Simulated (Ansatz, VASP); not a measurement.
**One calculation of W5F, two programs**

```xyz
6
Lattice="3.1544 0.0000 0.0000 0.0000 3.1544 0.0000 0.0000 0.0000 25.3087" Properties=species:S:1:pos:R:3 pbc="T T T"
W     1.5772    1.5772    8.5000
W     0.0000    0.0000   10.0772
W     1.5772    1.5772   11.6200
W     0.0000    0.0000   13.2442
W     1.5772    1.5772   14.6408
F     1.5772    1.5772   15.9427
```

Alike in both runs: task single point; functional PBEsol; k mesh 9 × 9 × 1; occupations gaussian, width 0.1 eV; no spin polarisation.

```csv
,VASP,Ansatz
version,VASP 6.6.1,Ansatz 0.2.0
potentials or method,"VASP PAW PBE potentials, release 64 (W_sv, F), cutoff 520 eV","scalar-relativistic, plane waves, PAW"
valence electrons in the cell,77,77
```

```csv
,VASP,Ansatz,Ansatz less VASP
gap on the k mesh at the Fermi level (eV),none,none,-
rms of the force components (eV/Å),28.822,26.215,-2.6067
```

VASP's potentials were made for PBE, not for PBEsol. Atom by atom the forces differ by 2.609 eV/Å (rms over components). A gap of «none» marks a metal or a gap that the smearing closes. Ansatz's warnings: vacuum below fermi, vacuum density over bound, xc potential rough in thin density.

Spin-orbit coupling is off throughout.
